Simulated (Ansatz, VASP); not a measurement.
Two plane-wave programs on NaCl

INCAR

```
PREC     = Accurate       # precision mode
ENCUT    = 520            # plane-wave cutoff, eV
EDIFF    = 1E-6           # SCF threshold, eV
ISMEAR   = 0              # smearing method
SIGMA    = 0.02           # smearing width, eV
LREAL    = F              # projectors in reciprocal space
LASPH    = T              # aspherical terms in the spheres
NELM     = 100            # most SCF steps
ALGO     = Normal         # electronic algorithm
ISIF     = 2              # what is computed and relaxed
LWAVE    = F              # write WAVECAR
LCHARG   = F              # write CHGCAR
GGA      = PS             # functional
NBANDS   = 14             # bands
```

Contents of KPOINTS:

```
regular mesh
0
Gamma
  8 8 8
```

Contents of POSCAR:

```
NaCl
1.0
    0.0000000000      2.8317500000      2.8317500000
    2.8317500000      0.0000000000      2.8317500000
    2.8317500000      2.8317500000      0.0000000000
Na Cl
1 1
Direct
    0.0000000000      0.0000000000      0.0000000000
    0.5079456167      0.4920543833      0.5079456167
```

Input for Ansatz:

```yaml
crystal:
  lattice:
    - [0.0, 2.83175, 2.83175]
    - [2.83175, 0.0, 2.83175]
    - [2.83175, 2.83175, 0.0]
  atoms:
    - { symbol: Na, position: [0.0, 0.0, 0.0] }
    - { symbol: Cl, position: [0.5079456167, 0.4920543833, 0.5079456167] }
basis:
  ecutwfc: 420
kpoints:
  mp_grid: { grid: [8, 8, 8] }
hamiltonian:
  xc: pbesol
scf:
  occupations: { method: gaussian, width: 0.02 }
output:
  forces: true
  stress: true
  eigenvalues: true
```

Change from the starting cell: one atom moved.

Alike in both runs: task single point; functional PBEsol; k mesh 8 × 8 × 8; occupations gaussian, width 0.02 eV; no spin polarisation.

|  | VASP | Ansatz |
| --- | --- | --- |
| version | VASP 6.6.1 | Ansatz 0.2.0 |
| potentials or method | VASP PAW PBE potentials, release 64 (Na_pv, Cl), cutoff 520 eV | scalar-relativistic, plane waves, PAW |
| valence electrons in the cell | 14 | 16 |

Ansatz gave:

* gap on the k mesh at the Fermi level (eV): 4.89
* least direct gap on the mesh (eV): 4.89
* pressure (GPa): -0.8
* rms of the force components (eV/Å): 0.031

**Question.** Estimate VASP's values.

**Answer.** gap on the k mesh at the Fermi level (eV): 4.89; least direct gap on the mesh (eV): 4.89; pressure (GPa): -0.7; rms of the force components (eV/Å): 0.032.

VASP's potentials were made for PBE, not for PBEsol. Atom by atom the forces differ by 0.001 eV/Å (rms over components). VASP's potentials hold 14 valence electrons a cell and Ansatz's 16, so a difference there can come from the potentials and not from the codes.
